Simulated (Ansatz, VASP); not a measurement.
# Two plane-wave programs on Nb3BN4

```
CELL_PARAMETERS angstrom
4.48557 0.00000 0.00000
0.00000 4.48557 0.00000
0.00000 0.00000 4.48557
ATOMIC_POSITIONS crystal
Nb 0.00000 0.50000 0.50000
Nb 0.50000 0.50000 0.00000
Nb 0.50000 0.00000 0.50000
B 0.00000 0.00000 0.00000
N 0.20200 0.79800 0.79800
N 0.79800 0.79800 0.20200
N 0.79800 0.20200 0.79800
N 0.20200 0.20200 0.20200
```

Change from the starting cell: species swapped into the Cu3AsS4 type (P-43m, No. 215).

Alike in both runs: task relaxation of cell and atoms; functional PBE; k mesh 8 × 8 × 8; occupations gaussian, width 0.1 eV; no spin polarisation.

|  | VASP | Ansatz |
| --- | --- | --- |
| version | VASP 6.6.1 | Ansatz 0.2.0 |
| potentials or method | VASP PAW PBE potentials, release 64 (Nb_sv, B, N), cutoff 600 eV | scalar-relativistic, plane waves, PAW |
| valence electrons in the cell | 62 | 62 |

|  | VASP | Ansatz | Ansatz less VASP |
| --- | --- | --- | --- |
| gap on the k mesh at the Fermi level, each at its own relaxed structure (eV) | none | none | - |
| relaxed volume (Å³/atom) | 11.26 | 11.28 | +0.023 |
| relaxed cell length with the largest relative difference (Å) | 4.483 | 4.486 | +0.0030 |

A gap of «none» marks a metal or a gap that the smearing closes.
